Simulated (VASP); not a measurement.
# AlGa3N4 (P-42m) in VASP: a series of runs

The runs below take AlGa3N4 through single point, with PBEsol.

Everything below comes from runs of VASP 6.6.1. Logs are shortened: lines on timing, memory, paths and dates and some standing lists are left out, and cuts for length are marked.

### Step 1. The cell of the first run

Symmetry: P-42m, No. 111, tetragonal system. Conventional cell: a = 4.244 Å, b = 4.244 Å, c = 4.468 Å, α = 90.00°, β = 90.00°, γ = 90.00°. Al (site symmetry -42m) has 4 N at 1.83 Å within 2.4 Å. Ga (site symmetry -42m) has 4 N at 1.88 Å within 2.5 Å. Ga (site symmetry 222) has 4 N at 1.88 Å within 2.5 Å. N (site symmetry m) has 1 Al at 1.83 Å and 3 Ga at 1.88 Å within 2.4 Å.

### Step 2. Single point, PBEsol (strain -0.050 along x and y, +0.000 along z)

INCAR

```
SYSTEM = AlGa3N4
PREC = Accurate ; ENCUT = 520
EDIFF = 1E-6 ; ISMEAR = 0
SIGMA = 0.05 ; LREAL = .FALSE.
LASPH = .TRUE. ; NELM = 60
ALGO = Normal ; ISIF = 2
LWAVE = .FALSE. ; LCHARG = .FALSE.
GGA = PS ; NBANDS = 41
```

KPOINTS

```
regular mesh
0
G
  6 6 6
  0 0 0
```

POSCAR

```
AlGa3N4
1.0
    4.2442465439      0.0000000000      0.0000000000
    0.0000000000      4.2442465439      0.0000000000
    0.0000000000      0.0000000000      4.4676279409
Al Ga N
1 3 4
Direct
    0.0000000000      0.0000000000      0.0000000000
    0.5000000000      0.5000000000      0.0000000000
    0.5000000000      0.0000000000      0.5000000000
    0.0000000000      0.5000000000      0.5000000000
    0.7550309200      0.7550309200      0.2449690800
    0.7550309200      0.2449690800      0.7550309200
    0.2449690800      0.7550309200      0.7550309200
    0.2449690800      0.2449690800      0.2449690800
```

Potentials or basis: VASP PAW PBE potentials, release 64 (Al, Ga_d, N).

Command:

```console
> cat potpaw_PBE.64/Al/POTCAR potpaw_PBE.64/Ga_d/POTCAR potpaw_PBE.64/N/POTCAR > POTCAR
> mpirun -np 1 vasp_std > vasp.out
```

OUTCAR:

```text
SYSTEM = AlGa3N4
   PREC = Accurate
   ENCUT = 520
   EDIFF = 1E-6
   ISMEAR = 0
   LREAL = .FALSE.
   LASPH = .TRUE.
   NELM = 60
   ISIF = 2
   GGA = PS

 ion  position               nearest neighbor table
   1  0.000  0.000  0.000-   5 1.83   6 1.83   7 1.83   8 1.83   2 3.00   2 3.00   2 3.00   2 3.00
                             4 3.08   3 3.08   4 3.08   4 3.08   4 3.08   3 3.08   3 3.08   3 3.08
   2  0.500  0.500  0.000-   5 1.88   6 1.88   7 1.88   8 1.88   1 3.00   1 3.00   1 3.00   1 3.00

   3  0.500  0.000  0.500-   5 1.88   6 1.88   7 1.88   8 1.88   1 3.08   1 3.08   1 3.08   1 3.08

   4  0.000  0.500  0.500-   5 1.88   6 1.88   7 1.88   8 1.88   1 3.08   1 3.08   1 3.08   1 3.08

   5  0.755  0.755  0.245-   1 1.83   2 1.88   3 1.88   4 1.88
   6  0.755  0.245  0.755-   1 1.83   2 1.88   3 1.88   4 1.88
   7  0.245  0.755  0.755-   1 1.83   2 1.88   3 1.88   4 1.88
   8  0.245  0.245  0.245-   1 1.83   2 1.88   3 1.88   4 1.88

  LATTYP: Found a simple tetragonal cell.
 ALAT       =     4.2442465439
 C/A-ratio  =     1.0526315789

  Lattice vectors:

 A1 = (   4.2442465439,   0.0000000000,   0.0000000000)
 A2 = (   0.0000000000,   4.2442465439,   0.0000000000)
 A3 = (   0.0000000000,   0.0000000000,   4.4676279409)

Analysis of symmetry for initial positions (statically):
=====================================================================
 Subroutine PRICEL returns:
 Original cell was already a primitive cell.

 Routine SETGRP: Setting up the symmetry group for a
 simple tetragonal supercell.

 Subroutine GETGRP returns: Found  8 space group operations
 (whereof  8 operations were pure point group operations)
 out of a pool of 16 trial point group operations.

The static configuration has the point symmetry D_2d.

Analysis of symmetry for dynamics (positions and initial velocities):
=====================================================================
 Subroutine PRICEL returns:
 Original cell was already a primitive cell.

 Routine SETGRP: Setting up the symmetry group for a
 simple tetragonal supercell.

 Subroutine GETGRP returns: Found  8 space group operations
 (whereof  8 operations were pure point group operations)
 out of a pool of 16 trial point group operations.

The dynamic configuration has the point symmetry D_2d.

 Subroutine INISYM returns: Found  8 space group operations
 (whereof  8 operations are pure point group operations),
 and found     1 'primitive' translations

----------------------------------------------------------------------------------------

                                     Primitive cell

  volume of cell :      80.4782

  direct lattice vectors                    reciprocal lattice vectors
     4.244246544  0.000000000  0.000000000     0.235613080  0.000000000  0.000000000
     0.000000000  4.244246544  0.000000000     0.000000000  0.235613080  0.000000000
     0.000000000  0.000000000  4.467627941     0.000000000  0.000000000  0.223832426

  length of vectors
     4.244246544  4.244246544  4.467627941     0.235613080  0.235613080  0.223832426

  position of ions in fractional coordinates (direct lattice)
     0.000000000  0.000000000  0.000000000
     0.500000000  0.500000000  0.000000000
     0.500000000  0.000000000  0.500000000
     0.000000000  0.500000000  0.500000000
     0.755030920  0.755030920  0.244969080
     0.755030920  0.244969080  0.755030920
     0.244969080  0.755030920  0.755030920
     0.244969080  0.244969080  0.244969080

  ion indices of the primitive-cell ions
   primitive index   ion index
                 1           1
                 2           2
                 3           3
                 4           4
                 5           5
                 6           6
                 7           7
                 8           8

----------------------------------------------------------------------------------------

 KPOINTS: regular mesh

Automatic generation of k-mesh.
 Grid dimensions read from file:
 generate k-points for:    6    6    6

 Generating k-lattice:

  Cartesian coordinates                     Fractional coordinates (reciprocal lattice)
     0.039268847  0.000000000  0.000000000     0.166666667  0.000000000  0.000000000
     0.000000000  0.039268847  0.000000000     0.000000000  0.166666667  0.000000000
     0.000000000  0.000000000  0.037305404     0.000000000  0.000000000  0.166666667

  Length of vectors
     0.039268847  0.039268847  0.037305404

  Shift w.r.t. Gamma in fractional coordinates (k-lattice)
     0.000000000  0.000000000  0.000000000

 Subroutine IBZKPT returns following result:
 ===========================================

 Found     40 irreducible k-points:

 Following reciprocal coordinates:
            Coordinates               Weight
  0.000000  0.000000  0.000000      1.000000
  0.166667  0.000000  0.000000      4.000000
  0.333333  0.000000  0.000000      4.000000
  0.500000  0.000000  0.000000      2.000000
  0.166667  0.166667  0.000000      4.000000
  0.333333  0.166667  0.000000      8.000000
[... 16 lines left out ...]
  0.333333  0.000000  0.333333      8.000000
  0.500000  0.000000  0.333333      4.000000
 [... further k-points ...]
   k-points           NKPTS =     40   k-points in BZ     NKDIM =     40   number of bands    NBANDS=     41
   number of dos      NEDOS =    301   number of ions     NIONS =      8
   total plane-waves  NPLWV =  36864
   dimension x,y,z NGX =    32 NGY =   32 NGZ =   36
   dimension x,y,z NGXF=    64 NGYF=   64 NGZF=   72
   ions per type =               1   3   4
   NGX,Y,Z   is equivalent  to a cutoff of  12.53, 12.53, 13.40 a.u.
   NGXF,Y,Z  is equivalent  to a cutoff of  25.07, 25.07, 26.79 a.u.
 SYSTEM =  AlGa3N4
   PREC   = accura    normal or accurate (medium, high low for compatibility)
   ISTART =      0    job   : 0-new  1-cont  2-samecut
   ICHARG =      2    charge: 1-file 2-atom 10-const
   ISPIN  =      1    spin polarized calculation?
   LNONCOLLINEAR =      F non collinear calculations
   LSORBIT =      F    spin-orbit coupling
   LASPH  =      T    aspherical Exc in radial PAW
   ENCUT  =  520.0 eV  38.22 Ry    6.18 a.u.   7.89  7.89  8.31*2*pi/ulx,y,z
   NELM   =     60;   NELMIN=  2; NELMDL= -5     # of ELM steps
   EDIFF  = 0.1E-05   stopping-criterion for ELM
   LREAL  =      F    real-space projection
   EDIFFG = 0.1E-04   stopping-criterion for IOM
   NSW    =      0    number of steps for IOM
   IBRION =     -1    ionic relax: 0-MD 1-quasi-New 2-CG
   NFREE  =      0    steps in history (QN), initial steepest desc. (CG)
   ISIF   =      2    stress and relaxation
   ISYM   =      2    0-nonsym 1-usesym 2-fastsym
   POTIM  = 0.5000    time-step for ionic-motion
   TEBEG  =    0.0;   TEEND  =   0.0 temperature during run
   PSTRESS=    0.0 pullay stress
   NELECT =      62.0000    total number of electrons
   NUPDOWN=      -1.0000    fix difference up-down
   EMIN   =  10.00;   EMAX   =-10.00  energy-range for DOS
   EFERMI =   0.00;   METHOD = LEGACY
   ISMEAR =     0;   SIGMA  =   0.05  broadening in eV -4-tet -1-fermi 0-gaus
   EFERMI_NEDOS =   21; number of points for ismear=-14 and -15
   IALGO  =     38    algorithm
   IMIX   =      4    mixing-type and parameters
     AMIX     =   0.40;   BMIX     =  1.00
     AMIX_MAG =   1.60;   BMIX_MAG =  1.00
  volume/ion in A,a.u.               =      10.06        67.89
  Fermi-wavevector in a.u.,A,eV,Ry     =   1.500765  2.836034 30.644337  2.252295
  Thomas-Fermi vector in A             =   2.612223
   LORBIT       =      0    0 simple, 1 ext, 2 COOP (PROOUT), +10 PAW based schemes
   GGA     = PS    functional components
   LHFCALC =     F    Hartree Fock is set to
   AEXX    =    0.0000 exact exchange contribution
   IVDW    =     0    specifies the selected vdW correction
   LEPSILON=     F    determine dielectric tensor
   LRPA    =     F    only Hartree local field effects (RPA)
 non-spin polarized calculation
 Gauss-broadening in eV      SIGMA  =   0.05
  energy-cutoff  :      520.00
  volume of cell :       80.48
 maximum number of plane-waves:      2185
 NGX is ok and might be reduce to    32
   NGX = 15   NGY = 15   NGZ = 17

 number of electron      61.9999963 magnetization

 Free energy of the ion-electron system (eV)
  ---------------------------------------------------
  ext. energy  EPLUGINS =         0.00000000
  ---------------------------------------------------
  free energy    TOTEN  =       -54.31196447 eV

  energy without entropy =      -54.31196447  energy(sigma->0) =      -54.31196447

 E-fermi :   6.7813     XC(G=0): -12.2835

 val. band max:        6.5362418466   @ k =   0.0000   0.0000   0.0000
 cond. band min:       9.4749083882   @ k =   0.0000   0.0000   0.0000
 fundamental gap:      2.9386665415
 Fermi energy:         6.7813101766

 k-point     1 :       0.0000    0.0000    0.0000
  band No.  band energies     occupation
      1     -10.0910      2.00000
      2      -8.3775      2.00000
      3      -8.3408      2.00000
      4      -8.3408      2.00000
      5      -6.7658      2.00000
      6      -6.7381      2.00000
[... 33 lines left out ...]
     40      17.9417      0.00000
     41      18.0601      0.00000

 k-point     2 :       0.1667    0.0000    0.0000
  band No.  band energies     occupation
      1      -9.9531      2.00000
      2      -8.4038      2.00000
      3      -8.3802      2.00000
      4      -8.3456      2.00000
      5      -6.7497      2.00000
      6      -6.7325      2.00000
[... 33 lines left out ...]
     40      17.9976      0.00000
     41      18.5822      0.00000

 k-point     3 :       0.3333    0.0000    0.0000
  band No.  band energies     occupation
      1      -9.5735      2.00000
      2      -8.6313      2.00000
      3      -8.3853      2.00000
      4      -8.3555      2.00000
      5      -6.7148      2.00000
      6      -6.7079      2.00000
[... 875 lines left out ...]
      2      -8.6044      2.00000
      3      -8.5494      2.00000
      4      -8.4125      2.00000
      5      -6.7026      2.00000
      6      -6.6950      2.00000
[... 33 lines left out ...]
     40      16.6023      0.00000
     41      17.0317      0.00000

 k-point    24 :       0.5000    0.0000    0.3333
  band No.  band energies     occupation
      1      -8.9138      2.00000
      2      -8.7932      2.00000
      3      -8.5357      2.00000
      4      -8.4639      2.00000
      5      -6.7098      2.00000
      6      -6.6798      2.00000
[... 33 lines left out ...]
     40      16.6795      0.00000
     41      16.8057      0.00000

 [... further k-points ...]

------------------------ aborting loop because EDIFF is reached ----------------------------------------

  FORCE on cell =-STRESS in cart. coord.  units (eV):
  Direction    XX          YY          ZZ          XY          YZ          ZX
  --------------------------------------------------------------------------------------
  -------------------------------------------------------------------------------------
  Total       13.1443703     13.1443703      9.7606657      0.0000000      0.0000000      0.0000000
  in kB      261.6809830    261.6809830    194.3174549      0.0000000      0.0000000      0.0000000
  external PRESSURE =     239.2264736 kB  Pullay stress =       0.0000000 kB

 VOLUME and BASIS-vectors are now :
 -----------------------------------------------------------------------------
  energy-cutoff  :      520.00
  volume of cell :       80.48
      direct lattice vectors                 reciprocal lattice vectors
     4.244246544  0.000000000  0.000000000     0.235613080  0.000000000  0.000000000
     0.000000000  4.244246544  0.000000000     0.000000000  0.235613080  0.000000000
     0.000000000  0.000000000  4.467627941     0.000000000  0.000000000  0.223832426

 POSITION                                       TOTAL-FORCE (eV/Angst)
 -----------------------------------------------------------------------------------
      0.00000      0.00000      0.00000        -0.000000      0.000000     -0.000000
      2.12212      2.12212      0.00000        -0.000000     -0.000000     -0.000000
      2.12212      0.00000      2.23381        -0.000000      0.000000     -0.000000
      0.00000      2.12212      2.23381        -0.000000      0.000000     -0.000000
      3.20454      3.20454      1.09443         0.033949      0.033949      0.045449
      3.20454      1.03971      3.37320         0.033949     -0.033949     -0.045449
      1.03971      3.20454      3.37320        -0.033949      0.033949     -0.045449
      1.03971      1.03971      1.09443        -0.033949     -0.033949      0.045449
 -----------------------------------------------------------------------------------
    total drift:                               -0.000000     -0.000000     -0.000000

  FREE ENERGIE OF THE ION-ELECTRON SYSTEM (eV)
  ---------------------------------------------------
  free  energy   TOTEN  =       -54.3119644684 eV

  energy  without entropy=      -54.3119644684  energy(sigma->0) =      -54.31196447
```

Run time: 4.4 min. Hardware: 1 thread of Intel Xeon 8259CL, shared host; peak memory 0.25 GiB.

What came out:

```yaml
Free_energy: -54.3120 eV
Pressure: 23.9 GPa
Largest_force: 0.066 eV/Å
Band_gap_on_the_k_mesh: 2.94 eV
```

Forces on the atoms (eV/Å):
```
Al   0.000  0.000  0.000
Ga   0.000  0.000  0.000
Ga   0.000  0.000  0.000
Ga   0.000  0.000  0.000
N    0.034  0.034  0.045
N    0.034 -0.034 -0.045
N   -0.034  0.034 -0.045
N   -0.034 -0.034  0.045
```

Caveat: the cell differs from its parent crystal (strain -0.050 along x and y, +0.000 along z); the stress differs along the axes, from 19 to 26 GPa; the PAW data sets were made with another functional, which shifts forces and pressure a little.

(Part 1 of 2 ends here.)
